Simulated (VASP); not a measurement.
# Ge in VASP: a series of runs

The runs below take Ge through single point, with LDA.

All numbers are computed with VASP 6.6.1; they aren't measurements. Logs are shortened: lines on timing, memory, paths and dates and some standing lists are left out, and cuts for length are marked.

### 1 The cell of the first run

The structure is cubic, space group Fd-3m (No. 227). The conventional cell has a = 5.621 Å, b = 5.621 Å, c = 5.621 Å, α = 90.00°, β = 90.00°, γ = 90.00°. Ge (site symmetry -43m) has 4 Ge at 2.43 Å within 3.2 Å.

### 2 Single point, LDA

Input file INCAR:

```
PREC     = Accurate       # precision mode
ENCUT    = 520            # plane-wave cutoff, eV
EDIFF    = 1E-6           # SCF threshold, eV
ISMEAR   = 0              # smearing method
SIGMA    = 0.15           # smearing width, eV
LREAL    = F              # projectors in reciprocal space
LASPH    = T              # aspherical terms in the spheres
NELM     = 100            # most SCF steps
ALGO     = Normal         # electronic algorithm
ISIF     = 2              # what is computed and relaxed
LWAVE    = F              # write WAVECAR
LCHARG   = F              # write CHGCAR
NBANDS   = 21             # bands
```

Input file KPOINTS:

```
regular mesh
0
Gamma
  14 14 14
```

Input file POSCAR:

```
Ge
1.0
    0.0000000000      2.8107124513      2.8107124513
    2.8107124513      0.0000000000      2.8107124513
    2.8107124513      2.8107124513      0.0000000000
Ge
2
Direct
    0.5000000000      0.5000000000      0.5000000000
    0.7500000000      0.7500000000      0.7500000000
```

Potentials or basis: VASP PAW LDA potentials, release 64 (Ge_d).

The run is started by

```bash
cat potpaw_LDA.64/Ge_d/POTCAR > POTCAR
mpirun -np 1 vasp_std > vasp.out
```

OUTCAR:

```text
PREC = Accurate
   ENCUT = 520
   EDIFF = 1E-6
   ISMEAR = 0
   LREAL = F
   LASPH = T
   NELM = 100
   ISIF = 2

 ion  position               nearest neighbor table
   1  0.500  0.500  0.500-   2 2.43   2 2.43   2 2.43   2 2.43
   2  0.750  0.750  0.750-   1 2.43   1 2.43   1 2.43   1 2.43

  LATTYP: Found a face centered cubic cell.
 ALAT       =     5.6214249026

  Lattice vectors:

 A1 = (   0.0000000000,   2.8107124513,   2.8107124513)
 A2 = (   2.8107124513,   0.0000000000,   2.8107124513)
 A3 = (   2.8107124513,   2.8107124513,   0.0000000000)

Analysis of symmetry for initial positions (statically):
=====================================================================
 Subroutine PRICEL returns:
 Original cell was already a primitive cell.

 Routine SETGRP: Setting up the symmetry group for a
 face centered cubic supercell.

 Subroutine GETGRP returns: Found 48 space group operations
 (whereof 24 operations were pure point group operations)
 out of a pool of 48 trial point group operations.

The static configuration has the point symmetry T_d .
 The point group associated with its full space group is O_h .

Analysis of symmetry for dynamics (positions and initial velocities):
=====================================================================
 Subroutine PRICEL returns:
 Original cell was already a primitive cell.

 Routine SETGRP: Setting up the symmetry group for a
 face centered cubic supercell.

 Subroutine GETGRP returns: Found 48 space group operations
 (whereof 24 operations were pure point group operations)
 out of a pool of 48 trial point group operations.

The dynamic configuration has the point symmetry T_d .
 The point group associated with its full space group is O_h .

 Subroutine INISYM returns: Found 48 space group operations
 (whereof 24 operations are pure point group operations),
 and found     1 'primitive' translations

----------------------------------------------------------------------------------------

                                     Primitive cell

  volume of cell :      44.4098

  direct lattice vectors                    reciprocal lattice vectors
     0.000000000  2.810712451  2.810712451    -0.177890840  0.177890840  0.177890840
     2.810712451  0.000000000  2.810712451     0.177890840 -0.177890840  0.177890840
     2.810712451  2.810712451  0.000000000     0.177890840  0.177890840 -0.177890840

  length of vectors
     3.974947669  3.974947669  3.974947669     0.308115974  0.308115974  0.308115974

  position of ions in fractional coordinates (direct lattice)
     0.500000000  0.500000000  0.500000000
[... 73 lines left out ...]
   LNONCOLLINEAR =      F non collinear calculations
   LSORBIT =      F    spin-orbit coupling
   LASPH  =      T    aspherical Exc in radial PAW
   ENCUT  =  520.0 eV  38.22 Ry    6.18 a.u.   7.39  7.39  7.39*2*pi/ulx,y,z
   NELM   =    100;   NELMIN=  2; NELMDL= -5     # of ELM steps
   EDIFF  = 0.1E-05   stopping-criterion for ELM
   LREAL  =      F    real-space projection
   EDIFFG = 0.1E-04   stopping-criterion for IOM
   NSW    =      0    number of steps for IOM
   IBRION =     -1    ionic relax: 0-MD 1-quasi-New 2-CG
   NFREE  =      0    steps in history (QN), initial steepest desc. (CG)
   ISIF   =      2    stress and relaxation
   ISYM   =      2    0-nonsym 1-usesym 2-fastsym
   POTIM  = 0.5000    time-step for ionic-motion
   TEBEG  =    0.0;   TEEND  =   0.0 temperature during run
   PSTRESS=    0.0 pullay stress
   NELECT =      28.0000    total number of electrons
   NUPDOWN=      -1.0000    fix difference up-down
   EMIN   =  10.00;   EMAX   =-10.00  energy-range for DOS
   EFERMI =   0.00;   METHOD = LEGACY
   ISMEAR =     0;   SIGMA  =   0.15  broadening in eV -4-tet -1-fermi 0-gaus
   EFERMI_NEDOS =   21; number of points for ismear=-14 and -15
   IALGO  =     38    algorithm
   IMIX   =      4    mixing-type and parameters
     AMIX     =   0.40;   BMIX     =  1.00
     AMIX_MAG =   1.60;   BMIX_MAG =  1.00
  volume/ion in A,a.u.               =      22.20       149.85
  Fermi-wavevector in a.u.,A,eV,Ry     =   1.403787  2.652772 26.811869  1.970617
  Thomas-Fermi vector in A             =   2.526414
   LORBIT       =      0    0 simple, 1 ext, 2 COOP (PROOUT), +10 PAW based schemes
   GGA     = CA    functional components
   LHFCALC =     F    Hartree Fock is set to
   AEXX    =    0.0000 exact exchange contribution
   IVDW    =     0    specifies the selected vdW correction
   LEPSILON=     F    determine dielectric tensor
   LRPA    =     F    only Hartree local field effects (RPA)
 non-spin polarized calculation
 Gauss-broadening in eV      SIGMA  =   0.15
  energy-cutoff  :      520.00
  volume of cell :       44.41
 maximum number of plane-waves:      1243
 NGX is ok and might be reduce to    30
   NGX = 15   NGY = 15   NGZ = 15

 number of electron      28.0000032 magnetization

 Free energy of the ion-electron system (eV)
  ---------------------------------------------------
  ext. energy  EPLUGINS =         0.00000000
  ---------------------------------------------------
  free energy    TOTEN  =       -10.39203319 eV

  energy without entropy =      -10.39145133  energy(sigma->0) =      -10.39174226

 E-fermi :   4.9588     XC(G=0): -10.3801

 val. band max:        4.9468964824   @ k =   0.0000   0.0000   0.0000
 cond. band min:       5.0393186286   @ k =   0.5000   0.0000   0.0000
 fundamental gap:      0.0924221462
 Fermi energy:         4.9587612693

 k-point     1 :       0.0000    0.0000    0.0000
  band No.  band energies     occupation
      1     -20.0546      2.00000
      2     -20.0546      2.00000
      3     -20.0546      2.00000
      4     -20.0163      2.00000
      5     -20.0163      2.00000
      6     -19.7950      2.00000
[... 565 lines left out ...]
     20      14.1661      0.00000
     21      14.7894      0.00000

 [... further k-points ...]
[... 5 lines left out ...]
  --------------------------------------------------------------------------------------
  -------------------------------------------------------------------------------------
  Total        0.0738718      0.0738718      0.0738718      0.0000000      0.0000000     -0.0000000
  in kB        2.6650787      2.6650787      2.6650787      0.0000000      0.0000000     -0.0000000
  external PRESSURE =       2.6650787 kB  Pullay stress =       0.0000000 kB

 VOLUME and BASIS-vectors are now :
 -----------------------------------------------------------------------------
  energy-cutoff  :      520.00
  volume of cell :       44.41
      direct lattice vectors                 reciprocal lattice vectors
     0.000000000  2.810712451  2.810712451    -0.177890840  0.177890840  0.177890840
     2.810712451  0.000000000  2.810712451     0.177890840 -0.177890840  0.177890840
     2.810712451  2.810712451  0.000000000     0.177890840  0.177890840 -0.177890840

 POSITION                                       TOTAL-FORCE (eV/Angst)
 -----------------------------------------------------------------------------------
      2.81071      2.81071      2.81071         0.000000      0.000000      0.000000
      4.21607      4.21607      4.21607        -0.000000     -0.000000     -0.000000
 -----------------------------------------------------------------------------------
    total drift:                                0.000000     -0.000000     -0.000000

  FREE ENERGIE OF THE ION-ELECTRON SYSTEM (eV)
  ---------------------------------------------------
  free  energy   TOTEN  =       -10.3920331858 eV

  energy  without entropy=      -10.3914513252  energy(sigma->0) =      -10.39174226
```

Run time: 50 s. Hardware: 1 thread of Intel Xeon Platinum 8488C (Sapphire Rapids), shared host; peak memory 0.19 GiB.

Results:

```
Free energy : -10.3920 eV
Pressure    : 0.3 GPa
```

### 3 Single point, LDA (the cell strained)

Input file INCAR:

```
ALGO = Normal ; EDIFF = 1E-6
ENCUT = 520 ; ISIF = 2
ISMEAR = 0 ; LASPH = True
LCHARG = True ; LELF = True
LREAL = False ; LVHAR = True
LWAVE = False ; NBANDS = 21
NELM = 80 ; PREC = Accurate
SIGMA = 0.15
```

Input file KPOINTS:

```
k-points
0
Gamma
  14 14 14
```

Input file POSCAR:

```
Ge
1.0
    0.0000000000      2.7779676512      2.8762020514
    2.7779676512      0.0000000000      2.8762020514
    2.7779676512      2.7779676512      0.0000000000
Ge
2
Direct
    0.5000000000      0.5000000000      0.5000000000
    0.7500000000      0.7500000000      0.7500000000
```

Potentials or basis: VASP PAW LDA potentials, release 64 (Ge_d).

The run is started by

```bash
cat potpaw_LDA.64/Ge_d/POTCAR > POTCAR
mpirun -np 1 vasp_std > vasp.out
```

It took 1.8 min on 1 thread of Intel Xeon Platinum 8488C (Sapphire Rapids), shared host; peak memory 0.28 GiB.

Results (log left out):

```yaml
Free_energy: -10.3834 eV
Pressure: 0.3 GPa
Band_gap_on_the_k_mesh: zero (filled and empty bands touch)
```

Stress tensor (GPa, compression positive):
```
 1.21  0.00  0.00
 0.00  1.21  0.00
 0.00  0.00 -1.53
```

Levels at points of the mesh, in eV from the Fermi level:
```csv
k point,band 10,band 11,band 12,band 13,band 14,band 15,band 16,band 17,band 18,band 19
"(0.00, 0.00, 0.00)",-24.75,-13.02,-0.25,-0.04,0.03,0.03,2.42,2.42,2.59,6.20
"(0.50, 0.00, 0.00)",-24.72,-10.88,-7.79,-1.66,-1.33,0.04,3.59,3.78,6.93,10.39
"(0.50, 0.50, 0.00)",-24.71,-9.18,-9.18,-3.04,-3.04,0.77,0.77,9.48,9.48,11.46
"(0.50, 0.00, 0.50)",-24.72,-9.00,-9.00,-3.28,-3.28,0.49,0.49,9.45,9.45,11.51
```

Caveat: the cell differs from its parent crystal (the cell strained); semilocal functionals underestimate gaps, so a narrow gap can read as zero.
